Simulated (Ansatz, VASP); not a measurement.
**Al3GaN4 in VASP and in Ansatz**

The input POSCAR:

```
Al3GaN4
1.0
    0.0000000000     -4.4012372922      0.0000000000
    0.0000000000      0.0000000000     -4.4012372922
    8.8024745843     -1.8339955797      1.8339955797
Al Ga N
6 2 8
Direct
    0.1087603700      1.3912396300      0.9389000000
    0.3171103700      1.1828896300      0.4389000000
    0.6087603700      0.8912396300      0.9389000000
    0.8171103700      0.6828896300      0.4389000000
    0.4212853700      0.5787146300      0.1889000000
    0.2129353700      0.7870646300      0.6889000000
    0.9212853700      1.0787146300      0.1889000000
    0.7129353700      1.2870646300      0.6889000000
    0.2300693521      0.7699306479      0.0611290801
    0.0217193521      0.9782806479      0.5611290801
    0.7189856725      0.2810143275      0.0611290801
    0.5106356725      0.4893643275      0.5611290801
   -0.0847649325      0.5958486121      0.8166709199
    0.1235850675      0.3874986121      0.3166709199
    0.4041513879      1.0847649325      0.8166709199
    0.6125013879      0.8764149325      0.3166709199
```

File INCAR.step1:

```
SYSTEM = Al3GaN4
ALGO = Normal
EDIFF = 1E-4
ENCUT = 520
GGA = PE
ISMEAR = 0
LASPH = .True.
LCHARG = .False.
LREAL = Auto
LWAVE = .True.
NBANDS = 56
NELM = 60
PREC = Accurate
SIGMA = 0.05
```

Contents of INCAR.step2:

```
SYSTEM = Al3GaN4
ALGO = Normal
EDIFF = 1E-6
ENCUT = 520
ISIF = 2
ISMEAR = 0
ISTART = 1
LASPH = .True.
LCHARG = .True.
LELF = .True.
LMIXTAU = .True.
LREAL = Auto
LVHAR = .True.
LWAVE = .False.
METAGGA = R2SCAN
NBANDS = 56
NELM = 60
PREC = Accurate
SIGMA = 0.05
```

KPOINTS

```
k-points
0
Gamma
  5 5 3
  0 0 0
```

Input for Ansatz:

```yaml
crystal:
  lattice:
    - [0.0, -4.4012372922, 0.0]
    - [0.0, 0.0, -4.4012372922]
    - [8.8024745843, -1.8339955797, 1.8339955797]
  atoms:
    - { symbol: Al, position: [0.10876037, 1.39123963, 0.9389] }
    - { symbol: Al, position: [0.31711037, 1.18288963, 0.4389] }
    - { symbol: Al, position: [0.60876037, 0.89123963, 0.9389] }
    - { symbol: Al, position: [0.81711037, 0.68288963, 0.4389] }
    - { symbol: Al, position: [0.42128537, 0.57871463, 0.1889] }
    - { symbol: Al, position: [0.21293537, 0.78706463, 0.6889] }
    - { symbol: Ga, position: [0.92128537, 1.07871463, 0.1889] }
    - { symbol: Ga, position: [0.71293537, 1.28706463, 0.6889] }
    - { symbol: "N", position: [0.2300693521, 0.7699306479, 0.0611290801] }
    - { symbol: "N", position: [0.0217193521, 0.9782806479, 0.5611290801] }
    - { symbol: "N", position: [0.7189856725, 0.2810143275, 0.0611290801] }
    - { symbol: "N", position: [0.5106356725, 0.4893643275, 0.5611290801] }
    - { symbol: "N", position: [-0.0847649325, 0.5958486121, 0.8166709199] }
    - { symbol: "N", position: [0.1235850675, 0.3874986121, 0.3166709199] }
    - { symbol: "N", position: [0.4041513879, 1.0847649325, 0.8166709199] }
    - { symbol: "N", position: [0.6125013879, 0.8764149325, 0.3166709199] }
basis:
  ecutwfc: 500
kpoints:
  mp_grid: { grid: [5, 5, 3] }
hamiltonian:
  xc: r2scan
scf:
  occupations: { method: gaussian, width: 0.05 }
output:
  forces: true
  stress: true
  eigenvalues: true
```

Alike in both runs: task single point; functional r2SCAN; k mesh 5 × 5 × 3; occupations gaussian, width 0.05 eV; no spin polarisation.

|  | VASP | Ansatz |
| --- | --- | --- |
| version | VASP 6.6.1 | Ansatz 0.2.0 |
| potentials or method | VASP PAW PBE potentials, release 64 (Al, Ga_d, N), cutoff 520 eV | scalar-relativistic, plane waves, PAW |
| valence electrons in the cell | 84 | 84 |

|  | VASP | Ansatz | Ansatz less VASP |
| --- | --- | --- | --- |
| gap on the k mesh at the Fermi level (eV) | 3.32 | 3.32 | -0.007 |
| least direct gap on the mesh (eV) | 3.32 | 3.32 | -0.007 |
| pressure (GPa) | -0.8 | -0.8 | +0.01 |
| traceless stress, the component that is largest in VASP (GPa) | 6.21 | 6.17 | -0.042 |
| rms of the force components (eV/Å) | 0.672 | 0.668 | -0.0048 |

VASP's potentials were made for PBE, not for r2SCAN. Atom by atom the forces differ by 0.031 eV/Å (rms over components).
